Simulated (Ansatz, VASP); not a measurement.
# Two plane-wave programs on CaAl2Ge2

The input INCAR:

```
SYSTEM = CaAl2Ge2
  PREC = Accurate
  ENCUT = 520
  EDIFF = 1E-7
  ISMEAR = -1
  SIGMA = 0.1
  LREAL = .False.
  LASPH = .True.
  NELM = 100
  ALGO = Normal
  ISIF = 2
  LWAVE = .False.
  LCHARG = .False.
  NBANDS = 30
```

The input KPOINTS:

```
regular mesh
0
Gamma
  6 6 4
  0 0 0
```

File POSCAR:

```
CaAl2Ge2
1.0
    4.3106985341      0.0000000000      0.0000000000
   -2.1553492671      3.7331791007      0.0000000000
    0.0000000000      0.0000000000      7.4083647046
Ca Al Ge
1 2 2
Direct
    0.0000000000      0.0000000000      0.0000000000
    0.3333333333      0.6666666667      0.6293000000
    0.6666666667      0.3333333333      0.3707000000
    0.3333333333      0.6666666667      0.2621700000
    0.6666666667      0.3333333333      0.7378300000
```

Input for Ansatz:

```yaml
crystal:
  lattice:
    - [4.310698534134244, 0.0, 0.0]
    - [-2.155349267067122, 3.7331791007410247, 0.0]
    - [0.0, 0.0, 7.408364704595711]
  atoms:
    - { symbol: Ca, position: [0.0, 0.0, 0.0] }
    - { symbol: Al, position: [0.3333333333333333, 0.6666666666666666, 0.6293] }
    - { symbol: Al, position: [0.6666666666666666, 0.3333333333333333, 0.3707] }
    - { symbol: Ge, position: [0.3333333333333333, 0.6666666666666666, 0.26217] }
    - { symbol: Ge, position: [0.6666666666666666, 0.3333333333333333, 0.73783] }
basis:
  ecutwfc: 500.0
kpoints:
  mp_grid:
    grid: [6, 6, 4]
hamiltonian:
  xc: lda
scf:
  occupations:
    method: fermi_dirac
    width: 0.1
output:
  stress: true
```

Alike in both runs: task single point; functional LDA; k mesh 6 × 6 × 4; occupations fermi-dirac, width 0.1 eV; no spin polarisation.

```csv
,VASP,Ansatz
version,VASP 6.6.1,Ansatz 0.2.0
potentials or method,"VASP PAW LDA potentials, release 64 (Ca_sv, Al, Ge_d), cutoff 520 eV","plane waves, PAW"
valence electrons in the cell,44,44
```

```tsv
	VASP	Ansatz	Ansatz less VASP
pressure (GPa)	-7.3	-7.3	-0.06
traceless stress, the component that is largest in VASP (GPa)	-0.48	-0.48	-0.002
```

LDA's correlation is that of Perdew and Zunger in VASP and of Perdew and Wang (1992) in Ansatz. Ansatz's warnings: structure snapped to symmetry.
